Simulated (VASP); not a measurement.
# In3Ga13P16 (P1) in VASP: single point with PBEsol

Aim: the single point of In3Ga13P16 with PBEsol.

All numbers are computed with VASP 6.6.1; they aren't measurements. Logs are shortened: lines on timing, memory, paths and dates and some standing lists are left out, and cuts for length are marked.

## Step 1: The cell of the first run

The typed cell holds 64 atoms: a = 11.056 Å, b = 11.056 Å, c = 11.056 Å, α = 90.00°, β = 90.00°, γ = 90.00°.

## Step 2: Single point, PBEsol

File INCAR:

```
SYSTEM = In3Ga13P16
PREC = Accurate
ENCUT = 520
EDIFF = 1E-7
ISMEAR = -1
SIGMA = 0.05
LREAL = Auto
LASPH = .True.
NELM = 100
ALGO = Normal
ISIF = 2
LWAVE = .False.
LCHARG = .True.
GGA = PS
LELF = .True.
LVHAR = .True.
NBANDS = 326
```

File KPOINTS:

```
Automatic mesh
0
Gamma
  1 1 1
  0.5 0.5 0.5
```

File POSCAR:

```
In3Ga13P16
1.0
   11.0563851474      0.0000000000      0.0000000000
    0.0000000000     11.0563851474      0.0000000000
    0.0000000000      0.0000000000     11.0563851474
Ga P In
26 32 6
Direct
    0.0027720000      0.9998640000      0.0024300000
    0.0077310000      0.0007070000      0.4978330000
    0.0000220000      0.5001770000      0.0001670000
    0.0047870000      0.5004650000      0.5001990000
    0.4981520000      0.0031730000      0.0050780000
    0.4920540000      0.0028780000      0.4949990000
    0.5000180000      0.4984370000      0.0022560000
    0.4957830000      0.4977890000      0.4977960000
    0.2503900000      0.2526260000      0.0023790000
    0.2498000000      0.2531980000      0.4980830000
    0.2481640000      0.7476110000      0.0046810000
    0.2481190000      0.7478780000      0.4954100000
    0.7506330000      0.2547630000      0.0004000000
    0.7522720000      0.7463180000      0.0027350000
    0.2498960000      0.0003750000      0.2495320000
    0.2500700000      0.5001060000      0.2501670000
    0.2483000000      0.4984850000      0.7506000000
    0.7501890000      0.5002390000      0.2460300000
    0.7523640000      0.4979680000      0.7542400000
    0.0047250000      0.2522310000      0.2481350000
    0.0028930000      0.2549210000      0.7528200000
    0.0046780000      0.7472620000      0.2478700000
    0.0027350000      0.7462100000      0.7522880000
    0.4956080000      0.2533970000      0.2475690000
    0.4977070000      0.2543200000      0.7522650000
    0.4956230000      0.7484010000      0.2481370000
    0.1273900000      0.1253660000      0.1248520000
    0.1196330000      0.1351910000      0.6192450000
    0.1261250000      0.6223380000      0.1259990000
    0.1275640000      0.6252830000      0.6251830000
    0.6192370000      0.1353340000      0.1197150000
    0.6095990000      0.1248600000      0.6249130000
    0.6248190000      0.6253110000      0.1253040000
    0.6259760000      0.6083750000      0.6253970000
    0.3729080000      0.3769690000      0.1258240000
    0.3729020000      0.3755170000      0.6252900000
    0.3729390000      0.8754190000      0.1251230000
    0.3726140000      0.8737560000      0.6116640000
    0.8756150000      0.3754020000      0.1252960000
    0.8830800000      0.3832930000      0.6330620000
    0.8829830000      0.8668070000      0.1196340000
    0.8906530000      0.8758170000      0.6251500000
    0.3719800000      0.1284930000      0.3720640000
    0.3799940000      0.1325940000      0.8825090000
    0.3731050000      0.6238690000      0.3738250000
    0.3664960000      0.6170740000      0.8836200000
    0.8888750000      0.1254780000      0.3741310000
    0.8839600000      0.1343980000      0.8837900000
    0.8837000000      0.6167930000      0.3662900000
    0.8742400000      0.6244420000      0.8752890000
    0.1271310000      0.3766290000      0.3740650000
    0.1264640000      0.3757830000      0.8768070000
    0.1264420000      0.8739450000      0.3723160000
    0.1206640000      0.8677110000      0.8825310000
    0.6178140000      0.3821880000      0.3659860000
    0.6259890000      0.3762140000      0.8754400000
    0.6112470000      0.8753240000      0.3741920000
    0.6250780000      0.8749530000      0.8913290000
    0.7500070000      0.2542900000      0.5003950000
    0.7525230000      0.7467480000      0.4980730000
    0.2481310000      0.0022830000      0.7505990000
    0.7502640000      0.0002140000      0.2461060000
    0.7523190000      0.0027810000      0.7539420000
    0.4984860000      0.7464930000      0.7522660000
```

Potentials or basis: VASP PAW PBE potentials, release 64 (Ga_d, P, In_d).

Run with:

```bash
> cat potpaw_PBE.64/Ga_d/POTCAR potpaw_PBE.64/P/POTCAR potpaw_PBE.64/In_d/POTCAR > POTCAR
> mpirun -np 1 vasp_std > vasp.out
```

OUTCAR:

```text
SYSTEM = In3Ga13P16
   PREC = Accurate
   ENCUT = 520
   EDIFF = 1E-7
   ISMEAR = -1
   LREAL = Auto
   LASPH = .True.
   NELM = 100
   ISIF = 2
   GGA = PS

 ion  position               nearest neighbor table
   1  0.003  1.000  0.002-  54 2.36  41 2.37  27 2.38  48 2.38
   2  0.008  0.001  0.498-  47 2.35  28 2.35  42 2.36  53 2.37
   3  0.000  0.500  0.000-  29 2.39  52 2.39  39 2.39  50 2.39
   4  0.005  0.500  0.500-  49 2.37  40 2.38  51 2.38  30 2.38
   5  0.498  0.003  0.005-  31 2.35  58 2.36  44 2.36  37 2.38
   6  0.492  0.003  0.495-  38 2.33  57 2.35  43 2.35  32 2.36
[... 50 lines left out ...]
  57  0.611  0.875  0.374-   6 2.35  26 2.35  62 2.50  60 2.52
  58  0.625  0.875  0.891-  14 2.35   5 2.36  63 2.51  64 2.52
  59  0.750  0.254  0.500-  47 2.52  55 2.52  40 2.52  32 2.52  63 3.95  62 3.97
  60  0.753  0.747  0.498-  34 2.51  49 2.51  57 2.52  42 2.52  62 3.95  64 3.97  63 4.00
  61  0.248  0.002  0.751-  38 2.50  28 2.51  54 2.52  44 2.52  64 3.96
  62  0.750  0.000  0.246-  47 2.50  57 2.50  31 2.51  41 2.51  60 3.95  59 3.97
  63  0.752  0.003  0.754-  58 2.51  48 2.51  42 2.52  32 2.52  59 3.95  64 3.99  60 4.00
  64  0.498  0.746  0.752-  46 2.51  34 2.51  38 2.52  58 2.52  61 3.96  60 3.97  63 3.99

  LATTYP: Found a simple cubic cell.
 ALAT       =    11.0563851474

  Lattice vectors:

 A1 = (  11.0563851474,   0.0000000000,   0.0000000000)
 A2 = (   0.0000000000,  11.0563851474,   0.0000000000)
 A3 = (   0.0000000000,   0.0000000000,  11.0563851474)

Analysis of symmetry for initial positions (statically):
=====================================================================
 Subroutine PRICEL returns:
 Original cell was already a primitive cell.

 Routine SETGRP: Setting up the symmetry group for a
 simple cubic supercell.

 Subroutine GETGRP returns: Found  1 space group operations
 (whereof  1 operations were pure point group operations)
 out of a pool of 48 trial point group operations.

The static configuration has the point symmetry C_1 .

Analysis of symmetry for dynamics (positions and initial velocities):
=====================================================================
 Subroutine PRICEL returns:
 Original cell was already a primitive cell.

 Routine SETGRP: Setting up the symmetry group for a
 simple cubic supercell.

 Subroutine GETGRP returns: Found  1 space group operations
 (whereof  1 operations were pure point group operations)
 out of a pool of 48 trial point group operations.

The dynamic configuration has the point symmetry C_1 .

 Subroutine INISYM returns: Found  1 space group operations
 (whereof  1 operations are pure point group operations),
 and found     1 'primitive' translations

----------------------------------------------------------------------------------------

                                     Primitive cell

  volume of cell :    1351.5729

  direct lattice vectors                    reciprocal lattice vectors
    11.056385147  0.000000000  0.000000000     0.090445474  0.000000000  0.000000000
     0.000000000 11.056385147  0.000000000     0.000000000  0.090445474  0.000000000
     0.000000000  0.000000000 11.056385147     0.000000000  0.000000000  0.090445474

  length of vectors
    11.056385147 11.056385147 11.056385147     0.090445474  0.090445474  0.090445474

  position of ions in fractional coordinates (direct lattice)
     0.002772000  0.999864000  0.002430000
     0.007731000  0.000707000  0.497833000
     0.000022000  0.500177000  0.000167000
     0.004787000  0.500465000  0.500199000
     0.498152000  0.003173000  0.005078000
     0.492054000  0.002878000  0.494999000
[... 56 lines left out ...]
     0.752319000  0.002781000  0.753942000
     0.498486000  0.746493000  0.752266000

  ion indices of the primitive-cell ions
   primitive index   ion index
                 1           1
                 2           2
                 3           3
                 4           4
                 5           5
                 6           6
[... 56 lines left out ...]
                63          63
                64          64

----------------------------------------------------------------------------------------

 KPOINTS: Automatic mesh

Automatic generation of k-mesh.
 Grid dimensions read from file:
 generate k-points for:    1    1    1

 Generating k-lattice:

  Cartesian coordinates                     Fractional coordinates (reciprocal lattice)
     0.090445474  0.000000000  0.000000000     1.000000000  0.000000000  0.000000000
     0.000000000  0.090445474  0.000000000     0.000000000  1.000000000  0.000000000
     0.000000000  0.000000000  0.090445474     0.000000000  0.000000000  1.000000000

  Length of vectors
     0.090445474  0.090445474  0.090445474

  Shift w.r.t. Gamma in fractional coordinates (k-lattice)
     0.500000000  0.500000000  0.500000000

 Subroutine IBZKPT returns following result:
 ===========================================

 Found      1 irreducible k-points:

 Following reciprocal coordinates:
            Coordinates               Weight
  0.500000  0.500000  0.500000      1.000000
   k-points           NKPTS =      1   k-points in BZ     NKDIM =      1   number of bands    NBANDS=    326
   number of dos      NEDOS =    301   number of ions     NIONS =     64
   total plane-waves  NPLWV = 592704
   dimension x,y,z NGX =    84 NGY =   84 NGZ =   84
   dimension x,y,z NGXF=   168 NGYF=  168 NGZF=  168
   ions per type =              26  32   6
   NGX,Y,Z   is equivalent  to a cutoff of  12.63, 12.63, 12.63 a.u.
   NGXF,Y,Z  is equivalent  to a cutoff of  25.26, 25.26, 25.26 a.u.
 SYSTEM =  In3Ga13P16
   PREC   = accura    normal or accurate (medium, high low for compatibility)
   ISTART =      0    job   : 0-new  1-cont  2-samecut
   ICHARG =      2    charge: 1-file 2-atom 10-const
   ISPIN  =      1    spin polarized calculation?
   LNONCOLLINEAR =      F non collinear calculations
   LSORBIT =      F    spin-orbit coupling
   LASPH  =      T    aspherical Exc in radial PAW
   ENCUT  =  520.0 eV  38.22 Ry    6.18 a.u.  20.56 20.56 20.56*2*pi/ulx,y,z
   NELM   =    100;   NELMIN=  2; NELMDL= -5     # of ELM steps
   EDIFF  = 0.1E-06   stopping-criterion for ELM
   LREAL  =      T    real-space projection
   EDIFFG = 0.1E-05   stopping-criterion for IOM
   NSW    =      0    number of steps for IOM
   IBRION =     -1    ionic relax: 0-MD 1-quasi-New 2-CG
   NFREE  =      0    steps in history (QN), initial steepest desc. (CG)
   ISIF   =      2    stress and relaxation
   ISYM   =      2    0-nonsym 1-usesym 2-fastsym
   POTIM  = 0.5000    time-step for ionic-motion
   TEBEG  =    0.0;   TEEND  =   0.0 temperature during run
   PSTRESS=    0.0 pullay stress
   NELECT =     576.0000    total number of electrons
   NUPDOWN=      -1.0000    fix difference up-down
   EMIN   =  10.00;   EMAX   =-10.00  energy-range for DOS
   EFERMI =   0.00;   METHOD = LEGACY
   ISMEAR =    -1;   SIGMA  =   0.05  broadening in eV -4-tet -1-fermi 0-gaus
   EFERMI_NEDOS =   21; number of points for ismear=-14 and -15
   IALGO  =     38    algorithm
   IMIX   =      4    mixing-type and parameters
     AMIX     =   0.40;   BMIX     =  1.00
     AMIX_MAG =   1.60;   BMIX_MAG =  1.00
  volume/ion in A,a.u.               =      21.12       142.51
  Fermi-wavevector in a.u.,A,eV,Ry     =   1.231977  2.328098 20.650469  1.517767
  Thomas-Fermi vector in A             =   2.366765
   LORBIT       =      0    0 simple, 1 ext, 2 COOP (PROOUT), +10 PAW based schemes
   GGA     = PS    functional components
   LHFCALC =     F    Hartree Fock is set to
   AEXX    =    0.0000 exact exchange contribution
   IVDW    =     0    specifies the selected vdW correction
   LEPSILON=     F    determine dielectric tensor
   LRPA    =     F    only Hartree local field effects (RPA)
 non-spin polarized calculation
  energy-cutoff  :      520.00
  volume of cell :     1351.57
 maximum number of plane-waves:     36120
 NGX is ok and might be reduce to    84
   NGX = 41   NGY = 41   NGZ = 41

 number of electron     576.0000091 magnetization

 Free energy of the ion-electron system (eV)
  ---------------------------------------------------
  ext. energy  EPLUGINS =         0.00000000
  ---------------------------------------------------
  free energy    TOTEN  =      -308.02055339 eV

  energy without entropy =     -308.02055339  energy(sigma->0) =     -308.02055339

 E-fermi :   5.4229     XC(G=0):  -9.9007

 val. band max:        4.3168782168   @ k =   0.5000   0.5000   0.5000
 cond. band min:       6.5575875844   @ k =   0.5000   0.5000   0.5000
 fundamental gap:      2.2407093676
 Fermi energy:         5.4228997838

 k-point     1 :       0.5000    0.5000    0.5000
  band No.  band energies     occupation
      1      -9.9402      2.00000
      2      -9.9375      2.00000
      3      -9.9348      2.00000
      4      -9.9335      2.00000
      5      -9.9326      2.00000
      6      -9.9302      2.00000
[... 292 lines left out ...]
    299       6.9117      0.00000
    300       6.9500      0.00000
 [bands above 300 left out]

------------------------ aborting loop because EDIFF is reached ----------------------------------------

  FORCE on cell =-STRESS in cart. coord.  units (eV):
  Direction    XX          YY          ZZ          XY          YZ          ZX
  --------------------------------------------------------------------------------------
  -------------------------------------------------------------------------------------
  Total        0.0432449     -0.5817597     -0.3149881     -0.0307236     -0.0082159      0.1614425
  in kB        0.0512632     -0.6896277     -0.3733922     -0.0364203     -0.0097393      0.1913766
  external PRESSURE =      -0.3372523 kB  Pullay stress =       0.0000000 kB

 VOLUME and BASIS-vectors are now :
 -----------------------------------------------------------------------------
  energy-cutoff  :      520.00
  volume of cell :     1351.57
      direct lattice vectors                 reciprocal lattice vectors
    11.056385147  0.000000000  0.000000000     0.090445474  0.000000000  0.000000000
     0.000000000 11.056385147  0.000000000     0.000000000  0.090445474  0.000000000
     0.000000000  0.000000000 11.056385147     0.000000000  0.000000000  0.090445474

 POSITION                                       TOTAL-FORCE (eV/Angst)
 -----------------------------------------------------------------------------------
      0.03065     11.05488      0.02687        -0.002090     -0.002779      0.000088
      0.08548      0.00782      5.50423         0.002220      0.002208      0.001622
      0.00024      5.53015      0.00185        -0.002446     -0.000958      0.001031
      0.05293      5.53333      5.53039        -0.002015     -0.002992      0.002402
      5.50776      0.03508      0.05614         0.003547      0.001896     -0.001224
      5.44034      0.03182      5.47290        -0.000931     -0.002475      0.002348
[... 56 lines left out ...]
      8.31793      0.03075      8.33587         0.008479      0.011498      0.005830
      5.51145      8.25351      8.31734        -0.006804      0.001248      0.007912
 -----------------------------------------------------------------------------------
    total drift:                               -0.009800     -0.016747      0.008930

  FREE ENERGIE OF THE ION-ELECTRON SYSTEM (eV)
  ---------------------------------------------------
  free  energy   TOTEN  =      -308.0205533941 eV

  energy  without entropy=     -308.0205533919  energy(sigma->0) =     -308.02055339
```

Wall time 39 min (1 thread of Oxide Virtual Turin-like, shared host); peak memory 1.2 GiB.

What came out:

| Item | Value |
| --- | --- |
| Free energy | -308.0206 eV |
| Pressure | 0.0 GPa |
| Largest force | 0.015 eV/Å |
| Band gap on the k mesh | 2.24 eV |

Forces on the atoms (eV/Å):
```
Ga  -0.002 -0.003  0.000
Ga   0.002  0.002  0.002
Ga  -0.002 -0.001  0.001
Ga  -0.002 -0.003  0.002
Ga   0.004  0.002 -0.001
Ga  -0.001 -0.002  0.002
Ga   0.000  0.001  0.000
Ga   0.008  0.000  0.000
Ga   0.002 -0.003 -0.003
Ga  -0.005 -0.004 -0.001
Ga  -0.003 -0.001 -0.006
Ga   0.003  0.003  0.002
Ga  -0.001 -0.003 -0.003
Ga   0.000  0.003 -0.003
Ga   0.001  0.001  0.001
Ga   0.002  0.004  0.001
Ga   0.003  0.002 -0.001
Ga  -0.001  0.001  0.004
Ga   0.002  0.002 -0.005
Ga  -0.002 -0.003  0.005
Ga  -0.003  0.000 -0.003
Ga  -0.004  0.001  0.002
Ga  -0.002  0.004 -0.003
Ga   0.002  0.000  0.002
Ga   0.001 -0.002 -0.004
Ga   0.003  0.005  0.006
P   -0.002 -0.001  0.000
P   -0.002  0.001 -0.002
P    0.001  0.002  0.001
P   -0.003 -0.005 -0.001
P   -0.004  0.002 -0.002
P   -0.006 -0.001  0.000
P    0.000 -0.002 -0.002
P   -0.002 -0.004  0.002
P   -0.001 -0.002  0.000
P   -0.001  0.001 -0.001
P   -0.001 -0.003 -0.003
P   -0.003  0.000 -0.003
P   -0.002  0.001 -0.005
P    0.002  0.002  0.003
P    0.003 -0.003 -0.002
P    0.006 -0.002 -0.001
P    0.001  0.000  0.001
P    0.000  0.006  0.008
P   -0.001  0.001  0.000
P   -0.001 -0.002  0.003
P    0.008  0.001 -0.001
P    0.003  0.003  0.003
P    0.002 -0.002 -0.004
P    0.003  0.000  0.002
P    0.004  0.001 -0.001
P   -0.002 -0.001  0.000
P    0.002 -0.001 -0.001
P    0.002 -0.003  0.005
P   -0.002  0.004 -0.002
P   -0.001  0.001  0.000
P   -0.004  0.001 -0.002
P    0.001 -0.002  0.008
In  -0.003 -0.002 -0.003
In   0.003 -0.008 -0.003
In   0.002  0.002  0.000
In  -0.006 -0.003 -0.008
In   0.008  0.011  0.006
In  -0.007  0.001  0.008
```

Levels at points of the mesh, in eV from the valence-band top:
| k point | band 286 | band 287 | band 288 | band 289 | band 290 | band 291 |
| --- | --- | --- | --- | --- | --- | --- |
| (0.50, 0.50, 0.50) | -0.07 | -0.06 | 0.00 | 2.24 | 2.25 | 2.27 |

Caveat: the k points lie up to 0.57 Å⁻¹ apart; the PAW data sets were made with another functional, which shifts forces and pressure a little; spin-orbit coupling is left out, which moves the levels of the heavy elements; a shifted mesh leaves out Γ, where band edges can lie. A k mesh can miss the band edges.
